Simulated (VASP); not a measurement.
# SiC (zincblende type) (F-43m) in VASP: notebook, part 2 of 2

VASP 6.6.1. Earlier steps stand in the parts before.

### 5 Single point, PBE (volume scaled by 0.64)

Contents of INCAR:

```
ALGO = Normal ; EDIFF = 1E-6
ENCUT = 520 ; GGA = PE
ISIF = 2 ; ISMEAR = -1
LASPH = T ; LCHARG = F
LREAL = F ; LWAVE = F
NBANDS = 11 ; NELM = 60
PREC = Accurate ; SIGMA = 0.05
```

Contents of KPOINTS:

```
k-points
0
Gamma
  15 15 15
```

Contents of POSCAR:

```
SiC
1.0
    0.0000000000      1.8871619238      1.8871619238
    1.8871619238      0.0000000000      1.8871619238
    1.8871619238      1.8871619238      0.0000000000
Si C
1 1
Direct
    0.0000000000      0.0000000000      0.0000000000
    0.2500000000      0.2500000000      0.2500000000
```

Potentials or basis: VASP PAW PBE potentials, release 64 (Si, C).

Run with:

```bash
cat potpaw_PBE.64/Si/POTCAR potpaw_PBE.64/C/POTCAR > POTCAR
mpirun -np 1 vasp_std > vasp.out
```

OUTCAR:

```text
EDIFF = 1E-6
   ENCUT = 520
   GGA = PE
   ISIF = 2
   ISMEAR = -1
   LASPH = T
   LREAL = F
   NELM = 60
   PREC = Accurate

 ion  position               nearest neighbor table
   1  0.000  0.000  0.000-   2 1.63   2 1.63   2 1.63   2 1.63
   2  0.250  0.250  0.250-   1 1.63   1 1.63   1 1.63   1 1.63

  LATTYP: Found a face centered cubic cell.
 ALAT       =     3.7743238476

  Lattice vectors:

 A1 = (   0.0000000000,   1.8871619238,   1.8871619238)
 A2 = (   1.8871619238,   0.0000000000,   1.8871619238)
 A3 = (   1.8871619238,   1.8871619238,   0.0000000000)

Analysis of symmetry for initial positions (statically):
=====================================================================
 Subroutine PRICEL returns:
 Original cell was already a primitive cell.

 Routine SETGRP: Setting up the symmetry group for a
 face centered cubic supercell.

 Subroutine GETGRP returns: Found 24 space group operations
 (whereof 24 operations were pure point group operations)
 out of a pool of 48 trial point group operations.

The static configuration has the point symmetry T_d .

Analysis of symmetry for dynamics (positions and initial velocities):
=====================================================================
 Subroutine PRICEL returns:
 Original cell was already a primitive cell.

 Routine SETGRP: Setting up the symmetry group for a
 face centered cubic supercell.

 Subroutine GETGRP returns: Found 24 space group operations
 (whereof 24 operations were pure point group operations)
 out of a pool of 48 trial point group operations.

The dynamic configuration has the point symmetry T_d .

 Subroutine INISYM returns: Found 24 space group operations
 (whereof 24 operations are pure point group operations),
 and found     1 'primitive' translations

----------------------------------------------------------------------------------------

[... 117 lines left out ...]
   GGA     = PE    functional components
   LHFCALC =     F    Hartree Fock is set to
   AEXX    =    0.0000 exact exchange contribution
   IVDW    =     0    specifies the selected vdW correction
   LEPSILON=     F    determine dielectric tensor
   LRPA    =     F    only Hartree local field effects (RPA)
 non-spin polarized calculation
  energy-cutoff  :      520.00
  volume of cell :       13.44
 maximum number of plane-waves:       375
   NGX =  9   NGY =  9   NGZ =  9

 number of electron       7.9999998 magnetization

 Free energy of the ion-electron system (eV)
  ---------------------------------------------------
  ext. energy  EPLUGINS =         0.00000000
  ---------------------------------------------------
  free energy    TOTEN  =       -11.42804699 eV

  energy without entropy =      -11.42804602  energy(sigma->0) =      -11.42804651

 E-fermi :  14.2303     XC(G=0): -13.3484

 val. band max:       13.7422138099   @ k =  -0.0667   0.0667   0.0000
 cond. band min:      14.6431541412   @ k =   0.4667   0.4667   0.0000
 fundamental gap:      0.9009403313
 Fermi energy:        14.2303377122

 k-point     1 :       0.0000    0.0000    0.0000
  band No.  band energies     occupation
      1      -5.4426      2.00000
      2      13.7225      1.99992
      3      13.7225      1.99992
      4      13.7225      1.99992
      5      24.8039      0.00000
      6      24.8039      0.00000
      7      24.8039      0.00000
      8      25.3042      0.00000
      9      31.1493      0.00000
     10      31.1493      0.00000
     11      35.0459      0.00000
[... 309 lines left out ...]
 k-point    24 :       0.2000    0.1333    0.0000
  band No.  band energies     occupation
      1      -4.3689      2.00000
      2      11.2939      2.00000
      3      12.4099      2.00000
      4      12.7900      2.00000
      5      22.3083      0.00000
      6      24.1910      0.00000
      7      26.7119      0.00000
      8      26.8696      0.00000
      9      29.0552      0.00000
     10      31.8774      0.00000
     11      35.9327      0.00000

 [... further k-points ...]

------------------------ aborting loop because EDIFF is reached ----------------------------------------

  FORCE on cell =-STRESS in cart. coord.  units (eV):
  Direction    XX          YY          ZZ          XY          YZ          ZX
  --------------------------------------------------------------------------------------
  -------------------------------------------------------------------------------------
  Total       18.3698825     18.3698825     18.3698825      0.0000000     -0.0000000      0.0000000
  in kB     2189.5732015   2189.5732015   2189.5732015      0.0000000     -0.0000000      0.0000000
  external PRESSURE =    2189.5732015 kB  Pullay stress =       0.0000000 kB

 VOLUME and BASIS-vectors are now :
 -----------------------------------------------------------------------------
  energy-cutoff  :      520.00
  volume of cell :       13.44
      direct lattice vectors                 reciprocal lattice vectors
     0.000000000  1.887161924  1.887161924    -0.264948118  0.264948118  0.264948118
     1.887161924  0.000000000  1.887161924     0.264948118 -0.264948118  0.264948118
     1.887161924  1.887161924  0.000000000     0.264948118  0.264948118 -0.264948118

 POSITION                                       TOTAL-FORCE (eV/Angst)
 -----------------------------------------------------------------------------------
      0.00000      0.00000      0.00000        -0.000000     -0.000000     -0.000000
      0.94358      0.94358      0.94358         0.000000      0.000000      0.000000
 -----------------------------------------------------------------------------------
    total drift:                                0.000000      0.000000      0.000000

  FREE ENERGIE OF THE ION-ELECTRON SYSTEM (eV)
  ---------------------------------------------------
  free  energy   TOTEN  =       -11.4280469885 eV

  energy  without entropy=      -11.4280460245  energy(sigma->0) =      -11.42804651
```

OSZICAR:

```text
N       E                     dE             d eps       ncg     rms          rms(c)
DAV:   1     0.529631890002E+01    0.52963E+01   -0.43917E+03  2888   0.642E+02
DAV:   2    -0.144427932734E+02   -0.19739E+02   -0.18916E+02  3273   0.122E+02
DAV:   3    -0.148788731861E+02   -0.43608E+00   -0.43514E+00  3211   0.137E+01
DAV:   4    -0.148798081704E+02   -0.93498E-03   -0.93495E-03  2983   0.810E-01
DAV:   5    -0.148798103744E+02   -0.22040E-05   -0.22039E-05  3237   0.358E-02    0.151E+01
DAV:   6    -0.117239526942E+02    0.31559E+01   -0.74467E+00  2838   0.146E+01    0.723E+00
DAV:   7    -0.114394224277E+02    0.28453E+00   -0.12141E+00  3052   0.642E+00    0.282E+00
DAV:   8    -0.114278776755E+02    0.11545E-01   -0.24883E-02  2934   0.116E+00    0.222E-01
DAV:   9    -0.114279968601E+02   -0.11918E-03   -0.55403E-04  3223   0.175E-01    0.148E-01
DAV:  10    -0.114280462829E+02   -0.49423E-04   -0.68699E-05  2937   0.627E-02    0.232E-02
DAV:  11    -0.114280469885E+02   -0.70558E-06   -0.52706E-06  3132   0.149E-02
   1 F= -.11428047E+02 E0= -.11428047E+02  d E =-.963970E-06
```

It took 8.8 s on 1 thread of Intel Xeon Platinum 8488C (Sapphire Rapids), shared host; peak memory 0.13 GiB.

What came out:

- Free energy: -11.4280 eV
- Pressure: 219.0 GPa
- Band gap on the k mesh: 0.90 eV, indirect (least direct gap 4.84 eV)

 A k mesh can miss the band edges.
